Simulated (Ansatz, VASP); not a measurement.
**One calculation of Al, two programs**

```
Al
1.0
     0.00000    2.01000    2.01000
     2.01000    0.00000    2.01000
     2.01000    2.01000    0.00000
Al
1
Direct
  0.00000 0.00000 0.00000
```

Alike in both runs: task single point; functional PBEsol; dispersion D3(BJ); k mesh 8 × 8 × 8; occupations gaussian, width 0.1 eV; no spin polarisation.

```csv
,VASP,Ansatz
version,VASP 6.6.1,Ansatz 0.2.0
potentials or method,"VASP PAW PBE potentials, release 64 (Al), cutoff 500 eV","scalar-relativistic, plane waves, PAW"
valence electrons in the cell,3,3
```

|  | VASP | Ansatz | Ansatz less VASP |
| --- | --- | --- | --- |
| gap on the k mesh at the Fermi level (eV) | none | none | - |
| pressure (GPa) | -3.3 | -3.4 | -0.08 |

VASP's potentials were made for PBE, not for PBEsol, and Ansatz warns of the same on its side. A gap of «none» marks a metal or a gap that the smearing closes.
